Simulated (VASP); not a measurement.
Input of a VASP 6.6.1 run:

The input INCAR:

```
SYSTEM = Nd2CdC2
  PREC = Accurate
  ENCUT = 600
  EDIFF = 1E-6
  ISMEAR = 0
  SIGMA = 0.1
  LREAL = .FALSE.
  LASPH = .TRUE.
  NELM = 200
  ALGO = Normal
  ISIF = 2
  LWAVE = .FALSE.
  LCHARG = .FALSE.
  GGA = PE
  NBANDS = 32
  GGA_COMPAT = .FALSE.
  LMAXMIX = 6
```

Contents of KPOINTS:

```
Automatic mesh
0
G
  4 4 4
  0 0 0
```

Contents of POSCAR:

```
Nd2CdC2
1.0
    2.9282987725     -2.9482038846      0.3401424993
    2.9282987725      2.9482038846      0.3401424993
   -0.8804726603      0.0000000000      6.3454273989
Nd Cd C
2 1 2
Direct
    0.5000000000      0.5000000000      0.5000000000
    0.0000000000      0.0000000000      0.0000000000
    0.5000000000      0.5000000000      0.0000000000
    0.0009626649      0.0009626649      0.3984303527
    0.9990373351      0.9990373351      0.6015696473
```

Potentials or basis: VASP PAW PBE potentials, release 64 (Nd, Cd, C).

The run is started by

```bash
$ cat potpaw_PBE.64/Nd/POTCAR potpaw_PBE.64/Cd/POTCAR potpaw_PBE.64/C/POTCAR > POTCAR
$ mpirun -np 1 vasp_std > vasp.out
```

Predict the band gap on the k mesh.

zero (bands 24 and 25 overlap by 0.04 eV).

Predict the largest force.

0.700 eV/Å.

What does it give for the pressure?

-2.2 GPa.

Forces on the atoms (eV/Å):
```
Nd   0.000  0.000  0.000
Nd   0.000  0.000  0.000
Cd   0.000  0.000  0.000
C    0.108  0.000 -0.691
C   -0.108  0.000  0.691
```

Caveat: the k points lie up to 0.38 Å⁻¹ apart; spin-orbit coupling is left out, which moves the levels of the heavy elements; semilocal functionals describe open f shells poorly, which spoils levels, moments and volumes. Spin polarisation is off, so any magnetic state and its effect on volume and gap are missing.
